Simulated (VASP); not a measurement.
Runs of VASP 6.6.1 on CdS. The structure is that of space group I-4m2 (No. 119), or close to it. The cells are those of the table. 

```tsv
cell	gap on the mesh (eV)	pressure (GPa)
a = 4.000, b = 4.000, c = 4.620 Å, angles 54.7, 54.7, 70.5°, 2 atoms	(b)	(a)
a = 4.373, b = 4.373, c = 3.771 Å, angles 64.5, 64.5, 51.1°, 2 atoms	0.51	1.7
a = 4.490, b = 4.490, c = 3.667 Å, angles 65.9, 65.9, 48.2°, 2 atoms	-	0.6
a = 4.278, b = 4.278, c = 3.873 Å, angles 63.1, 63.1, 53.8°, 2 atoms	0.82	2.7
a = 4.066, b = 4.066, c = 4.231 Å, angles 58.6, 58.6, 62.7°, 2 atoms	1.02	3.5
a = 4.032, b = 4.032, c = 4.344 Å, angles 57.4, 57.4, 65.2°, 2 atoms	0.90	2.9
a = 4.583, b = 4.583, c = 3.595 Å, angles 66.9, 66.9, 46.2°, 2 atoms	(c)	-0.2
a = 4.007, b = 4.007, c = 4.751 Å, angles 53.6, 53.6, 72.7°, 2 atoms	0.41	-1.2
a = 4.009, b = 4.009, c = 4.471 Å, angles 56.1, 56.1, 67.8°, 2 atoms	0.79	1.8
a = 4.089, b = 4.089, c = 4.172 Å, angles 59.3, 59.3, 61.3°, 2 atoms	1.09	3.6
a = 4.191, b = 4.191, c = 3.987 Å, angles 61.6, 61.6, 56.8°, 2 atoms	1.03	3.4
```

Alike in all rows: task single point; level PBE; potentials or basis VASP PAW PBE potentials, release 64 (Cd, S); no spin polarisation; k mesh 10 × 10 × 10; cutoff (eV) 520; smearing gaussian 0.05 eV.

Problem. Fill in the values left out.

Solution. (a) 0.3; (b) 0.63; (c) none.

A k mesh can miss the band edges, and the runs leave out spin-orbit coupling on Cd.
